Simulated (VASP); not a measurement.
# BiTe (R-3m) in VASP: a series of runs

BiTe is run at these levels: PBEsol; tasks: single point.

Everything below comes from runs of VASP 6.6.1. Logs are shortened: lines on timing, memory, paths and dates and some standing lists are left out, and cuts for length are marked.

### Step 1. The cell of the first run

It takes space group R-3m (No. 166, trigonal). Conventional cell: a = 4.845 Å, b = 4.845 Å, c = 9.952 Å, α = 90.00°, β = 90.00°, γ = 120.00°. Bi (site symmetry -3m) has 6 Te at 3.25 Å within 4.3 Å. Te (site symmetry -3m) has 6 Bi at 3.25 Å within 4.3 Å.

### Step 2. Single point, PBEsol

Contents of INCAR:

```
SYSTEM = BiTe
PREC = Accurate
ENCUT = 520
EDIFF = 1E-6
ISMEAR = 0
SIGMA = 0.1
LREAL = .FALSE.
LASPH = .TRUE.
NELM = 60
ALGO = Normal
ISIF = 2
LWAVE = .FALSE.
LCHARG = .TRUE.
GGA = PS
LELF = .TRUE.
LVHAR = .TRUE.
NBANDS = 18
```

Contents of KPOINTS:

```
Automatic mesh
0
G
  12 12 12
  0 0 0
```

Contents of POSCAR:

```
BiTe
1.0
    2.4227077728      1.3987509848      3.3172919545
   -2.4227077728      1.3987509848      3.3172919545
    0.0000000000     -2.7975019696      3.3172919545
Bi Te
1 1
Direct
    0.5000000000      0.5000000000      0.5000000000
    0.0000000000      0.0000000000      0.0000000000
```

Potentials or basis: VASP PAW PBE potentials, release 64 (Bi_d, Te).

The run is started by

```
$ cat potpaw_PBE.64/Bi_d/POTCAR potpaw_PBE.64/Te/POTCAR > POTCAR
$ mpirun -np 1 vasp_std > vasp.out
```

OUTCAR:

```text
SYSTEM = BiTe
   PREC = Accurate
   ENCUT = 520
   EDIFF = 1E-6
   ISMEAR = 0
   LREAL = .FALSE.
   LASPH = .TRUE.
   NELM = 60
   ISIF = 2
   GGA = PS

 ion  position               nearest neighbor table
   1  0.500  0.500  0.500-   2 3.25   2 3.25   2 3.25   2 3.25   2 3.25   2 3.25
   2  0.000  0.000  0.000-   1 3.25   1 3.25   1 3.25   1 3.25   1 3.25   1 3.25

  LATTYP: Found a trigonal (rhomboedric) cell.
 ALAT       =     4.3394058558
 COS(alpha) =     0.3765932224

  Lattice vectors:

 A1 = (   2.4227077728,   1.3987509848,   3.3172919545)
 A2 = (  -2.4227077728,   1.3987509848,   3.3172919545)
 A3 = (   0.0000000000,  -2.7975019696,   3.3172919545)

Analysis of symmetry for initial positions (statically):
=====================================================================
 Subroutine PRICEL returns:
 Original cell was already a primitive cell.

 Routine SETGRP: Setting up the symmetry group for a
 trigonal (rhombohedral) supercell.

 Subroutine GETGRP returns: Found 12 space group operations
 (whereof 12 operations were pure point group operations)
 out of a pool of 12 trial point group operations.

The static configuration has the point symmetry D_3d.

Analysis of symmetry for dynamics (positions and initial velocities):
=====================================================================
 Subroutine PRICEL returns:
 Original cell was already a primitive cell.

 Routine SETGRP: Setting up the symmetry group for a
 trigonal (rhombohedral) supercell.

 Subroutine GETGRP returns: Found 12 space group operations
 (whereof 12 operations were pure point group operations)
 out of a pool of 12 trial point group operations.

The dynamic configuration has the point symmetry D_3d.

 Subroutine INISYM returns: Found 12 space group operations
 (whereof 12 operations are pure point group operations),
 and found     1 'primitive' translations

----------------------------------------------------------------------------------------

                                     Primitive cell

  volume of cell :      67.4491

  direct lattice vectors                    reciprocal lattice vectors
     2.422707773  1.398750985  3.317291954     0.206380648  0.119153923  0.100483568
    -2.422707773  1.398750985  3.317291954    -0.206380648  0.119153923  0.100483568
     0.000000000 -2.797501970  3.317291954     0.000000000 -0.238307845  0.100483568

  length of vectors
     4.339405856  4.339405856  4.339405856     0.258626326  0.258626326  0.258626326

  position of ions in fractional coordinates (direct lattice)
     0.500000000  0.500000000  0.500000000
     0.000000000  0.000000000  0.000000000

  ion indices of the primitive-cell ions
   primitive index   ion index
                 1           1
                 2           2

----------------------------------------------------------------------------------------

 KPOINTS: Automatic mesh

Automatic generation of k-mesh.
 Grid dimensions read from file:
 generate k-points for:   12   12   12

 Generating k-lattice:

  Cartesian coordinates                     Fractional coordinates (reciprocal lattice)
     0.017198387  0.009929494  0.008373631     0.083333333 -0.000000000  0.000000000
    -0.017198387  0.009929494  0.008373631    -0.000000000  0.083333333  0.000000000
     0.000000000 -0.019858987  0.008373631     0.000000000  0.000000000  0.083333333

  Length of vectors
     0.021552194  0.021552194  0.021552194

  Shift w.r.t. Gamma in fractional coordinates (k-lattice)
     0.000000000  0.000000000  0.000000000

 Subroutine IBZKPT returns following result:
 ===========================================

 Found    189 irreducible k-points:

 Following reciprocal coordinates:
            Coordinates               Weight
  0.000000  0.000000  0.000000      1.000000
  0.083333 -0.000000  0.000000      6.000000
  0.166667 -0.000000  0.000000      6.000000
  0.250000 -0.000000  0.000000      6.000000
  0.333333 -0.000000  0.000000      6.000000
  0.416667 -0.000000  0.000000      6.000000
[... 16 lines left out ...]
  0.500000  0.166667 -0.000000     12.000000
 -0.416667  0.166667 -0.000000     12.000000
 [... further k-points ...]
   k-points           NKPTS =    189   k-points in BZ     NKDIM =    189   number of bands    NBANDS=     18
   number of dos      NEDOS =    301   number of ions     NIONS =      2
   total plane-waves  NPLWV =  32768
   dimension x,y,z NGX =    32 NGY =   32 NGZ =   32
   dimension x,y,z NGXF=    64 NGYF=   64 NGZF=   64
   ions per type =               1   1
   NGX,Y,Z   is equivalent  to a cutoff of  12.26, 12.26, 12.26 a.u.
   NGXF,Y,Z  is equivalent  to a cutoff of  24.52, 24.52, 24.52 a.u.
 SYSTEM =  BiTe
   PREC   = accura    normal or accurate (medium, high low for compatibility)
   ISTART =      0    job   : 0-new  1-cont  2-samecut
   ICHARG =      2    charge: 1-file 2-atom 10-const
   ISPIN  =      1    spin polarized calculation?
   LNONCOLLINEAR =      F non collinear calculations
   LSORBIT =      F    spin-orbit coupling
   LASPH  =      T    aspherical Exc in radial PAW
   ENCUT  =  520.0 eV  38.22 Ry    6.18 a.u.   8.07  8.07  8.07*2*pi/ulx,y,z
   NELM   =     60;   NELMIN=  2; NELMDL= -5     # of ELM steps
   EDIFF  = 0.1E-05   stopping-criterion for ELM
   LREAL  =      F    real-space projection
   EDIFFG = 0.1E-04   stopping-criterion for IOM
   NSW    =      0    number of steps for IOM
   IBRION =     -1    ionic relax: 0-MD 1-quasi-New 2-CG
   NFREE  =      0    steps in history (QN), initial steepest desc. (CG)
   ISIF   =      2    stress and relaxation
   ISYM   =      2    0-nonsym 1-usesym 2-fastsym
   POTIM  = 0.5000    time-step for ionic-motion
   TEBEG  =    0.0;   TEEND  =   0.0 temperature during run
   PSTRESS=    0.0 pullay stress
   NELECT =      21.0000    total number of electrons
   NUPDOWN=      -1.0000    fix difference up-down
   EMIN   =  10.00;   EMAX   =-10.00  energy-range for DOS
   EFERMI =   0.00;   METHOD = LEGACY
   ISMEAR =     0;   SIGMA  =   0.10  broadening in eV -4-tet -1-fermi 0-gaus
   EFERMI_NEDOS =   21; number of points for ismear=-14 and -15
   IALGO  =     38    algorithm
   IMIX   =      4    mixing-type and parameters
     AMIX     =   0.40;   BMIX     =  1.00
     AMIX_MAG =   1.60;   BMIX_MAG =  1.00
  volume/ion in A,a.u.               =      33.72       227.58
  Fermi-wavevector in a.u.,A,eV,Ry     =   1.109573  2.096789 16.750837  1.231152
  Thomas-Fermi vector in A             =   2.246114
   LORBIT       =      0    0 simple, 1 ext, 2 COOP (PROOUT), +10 PAW based schemes
   GGA     = PS    functional components
   LHFCALC =     F    Hartree Fock is set to
   AEXX    =    0.0000 exact exchange contribution
   IVDW    =     0    specifies the selected vdW correction
   LEPSILON=     F    determine dielectric tensor
   LRPA    =     F    only Hartree local field effects (RPA)
 non-spin polarized calculation
 Gauss-broadening in eV      SIGMA  =   0.10
  energy-cutoff  :      520.00
  volume of cell :       67.45
 maximum number of plane-waves:      1832
   NGX = 17   NGY = 17   NGZ = 17

 number of electron      20.9999996 magnetization

 Free energy of the ion-electron system (eV)
  ---------------------------------------------------
  ext. energy  EPLUGINS =         0.00000000
  ---------------------------------------------------
  free energy    TOTEN  =        -7.98473798 eV

  energy without entropy =       -7.97820507  energy(sigma->0) =       -7.98147153

 E-fermi :   6.5079     XC(G=0):  -9.6323

 val. band max:        6.4927247451   @ k =   0.2500   0.1667   0.1667
 cond. band min:       6.5121280333   @ k =   0.3333   0.3333   0.1667
 fundamental gap:      0.0194032882
 Fermi energy:         6.5079180380

 k-point     1 :       0.0000    0.0000    0.0000
  band No.  band energies     occupation
      1     -16.6209      2.00000
      2     -16.6209      2.00000
      3     -16.6112      2.00000
      4     -16.6112      2.00000
      5     -16.5966      2.00000
      6      -6.9823      2.00000
[... 10 lines left out ...]
     17      13.1399      0.00000
     18      13.3986      0.00000

 k-point     2 :       0.0833   -0.0000    0.0000
  band No.  band energies     occupation
      1     -16.6209      2.00000
      2     -16.6208      2.00000
      3     -16.6116      2.00000
      4     -16.6107      2.00000
      5     -16.5965      2.00000
      6      -6.9230      2.00000
[... 10 lines left out ...]
     17      13.0730      0.00000
     18      13.6684      0.00000

 k-point     3 :       0.1667   -0.0000    0.0000
  band No.  band energies     occupation
      1     -16.6208      2.00000
      2     -16.6204      2.00000
      3     -16.6126      2.00000
      4     -16.6094      2.00000
      5     -16.5961      2.00000
      6      -6.7462      2.00000
[... 10 lines left out ...]
     17      13.9548      0.00000
     18      14.4416      0.00000

 k-point     4 :       0.2500   -0.0000    0.0000
  band No.  band energies     occupation
      1     -16.6210      2.00000
      2     -16.6201      2.00000
      3     -16.6137      2.00000
      4     -16.6076      2.00000
      5     -16.5951      2.00000
      6      -6.4549      2.00000
[... 375 lines left out ...]
      4     -16.6036      2.00000
      5     -16.5930      2.00000
      6      -5.7041      2.00000
[... 10 lines left out ...]
     17      15.9040      0.00000
     18      16.1819      0.00000

 k-point    23 :       0.5000    0.1667   -0.0000
  band No.  band energies     occupation
      1     -16.6234      2.00000
      2     -16.6204      2.00000
      3     -16.6134      2.00000
      4     -16.6036      2.00000
      5     -16.5924      2.00000
      6      -5.2194      2.00000
[... 10 lines left out ...]
     17      16.2142      0.00000
     18      17.1012      0.00000

 k-point    24 :      -0.4167    0.1667   -0.0000
  band No.  band energies     occupation
      1     -16.6224      2.00000
      2     -16.6209      2.00000
      3     -16.6132      2.00000
      4     -16.6041      2.00000
      5     -16.5928      2.00000
      6      -5.0751      2.00000
[... 10 lines left out ...]
     17      15.5226      0.00000
     18      16.2178      0.00000

 [... further k-points ...]

------------------------ aborting loop because EDIFF is reached ----------------------------------------

  FORCE on cell =-STRESS in cart. coord.  units (eV):
  Direction    XX          YY          ZZ          XY          YZ          ZX
  --------------------------------------------------------------------------------------
  -------------------------------------------------------------------------------------
  Total       -1.1018715     -1.1018715     -1.0179107      0.0000000      0.0000000      0.0000000
  in kB      -26.1737023    -26.1737023    -24.1793095      0.0000000      0.0000000      0.0000000
  external PRESSURE =     -25.5089047 kB  Pullay stress =       0.0000000 kB

 VOLUME and BASIS-vectors are now :
 -----------------------------------------------------------------------------
  energy-cutoff  :      520.00
  volume of cell :       67.45
      direct lattice vectors                 reciprocal lattice vectors
     2.422707773  1.398750985  3.317291954     0.206380648  0.119153923  0.100483568
    -2.422707773  1.398750985  3.317291954    -0.206380648  0.119153923  0.100483568
     0.000000000 -2.797501970  3.317291954     0.000000000 -0.238307845  0.100483568

 POSITION                                       TOTAL-FORCE (eV/Angst)
 -----------------------------------------------------------------------------------
      0.00000      0.00000      4.97594         0.000000     -0.000000      0.000000
      0.00000      0.00000      0.00000        -0.000000      0.000000     -0.000000
 -----------------------------------------------------------------------------------
    total drift:                               -0.000000      0.000000     -0.000000

  FREE ENERGIE OF THE ION-ELECTRON SYSTEM (eV)
  ---------------------------------------------------
  free  energy   TOTEN  =        -7.9847379780 eV

  energy  without entropy=       -7.9782050734  energy(sigma->0) =       -7.98147153
```

Run time: 74 s. Hardware: 1 thread of AMD EPYC 9R45 (Zen 5), shared host; peak memory 0.32 GiB.

What came out:

```
Free energy : -7.9847 eV
Pressure    : -2.6 GPa
```

Levels at points of the mesh, in eV from the Fermi level:
```csv
k point,band 7,band 8,band 9,band 10,band 11,band 12,band 13,band 14
"(0.00, 0.00, 0.00)",-8.28,-2.90,-2.90,-1.59,1.88,2.50,2.50,4.04
"(0.50, 0.00, 0.00)",-11.36,-1.84,-1.82,-1.02,-0.98,-0.61,0.30,6.66
"(0.50, 0.50, 0.00)",-9.98,-5.61,-4.48,-3.29,2.36,3.07,3.59,4.58
"(0.50, 0.50, 0.50)",-10.95,-2.34,-2.34,-2.24,-1.59,-1.27,-1.27,7.92
```

Caveat: the PAW data sets were made with another functional, which shifts forces and pressure a little; spin-orbit coupling is left out, which moves the levels of the heavy elements.

### Step 3. Single point, PBEsol (volume scaled by 1.06, then relaxed in part)

Contents of INCAR:

```
  ALGO = Normal
  EDIFF = 1E-6
  ENCUT = 520
  GGA = PS
  ISIF = 2
  ISMEAR = 0
  LASPH = True
  LCHARG = False
  LREAL = False
  LWAVE = False
  NBANDS = 18
  NELM = 60
  PREC = Accurate
  SIGMA = 0.1
```

Contents of KPOINTS:

```
k-points
0
Gamma
  12 12 12
```

Contents of POSCAR:

```
BiTe
1.0
    2.4164451658      1.3951352669      3.3387787185
   -2.4164451658      1.3951352669      3.3387787185
    0.0000000000     -2.7902705339      3.3387787185
Bi Te
1 1
Direct
    0.5000000000      0.5000000000      0.5000000000
    0.0000000000      0.0000000000      0.0000000000
```

Potentials or basis: VASP PAW PBE potentials, release 64 (Bi_d, Te).

The run is started by

```
$ cat potpaw_PBE.64/Bi_d/POTCAR potpaw_PBE.64/Te/POTCAR > POTCAR
$ mpirun -np 1 vasp_std > vasp.out
```

Wall time 74 s (1 thread of AMD EPYC 9R45 (Zen 5), shared host); peak memory 0.32 GiB.

The run converged. Its results:

```yaml
Free_energy: -7.9837 eV
Pressure: -2.5 GPa
```

Levels at points of the mesh, in eV from the Fermi level:
| k point | band 6 | band 7 | band 8 | band 9 | band 10 | band 11 | band 12 | band 13 | band 14 | band 15 |
| --- | --- | --- | --- | --- | --- | --- | --- | --- | --- | --- |
| (0.00, 0.00, 0.00) | -13.49 | -8.28 | -2.89 | -2.89 | -1.63 | 1.88 | 2.47 | 2.47 | 4.06 | 4.06 |
| (0.50, 0.00, 0.00) | -11.58 | -11.36 | -1.85 | -1.82 | -1.06 | -0.98 | -0.62 | 0.25 | 6.70 | 6.81 |
| (0.50, 0.50, 0.00) | -11.71 | -9.98 | -5.62 | -4.46 | -3.33 | 2.34 | 3.10 | 3.59 | 4.60 | 8.25 |
| (0.50, 0.50, 0.50) | -11.26 | -10.97 | -2.32 | -2.32 | -2.21 | -1.56 | -1.24 | -1.24 | 7.87 | 8.44 |

Caveat: the PAW data sets were made with another functional, which shifts forces and pressure a little; spin-orbit coupling is left out, which moves the levels of the heavy elements.
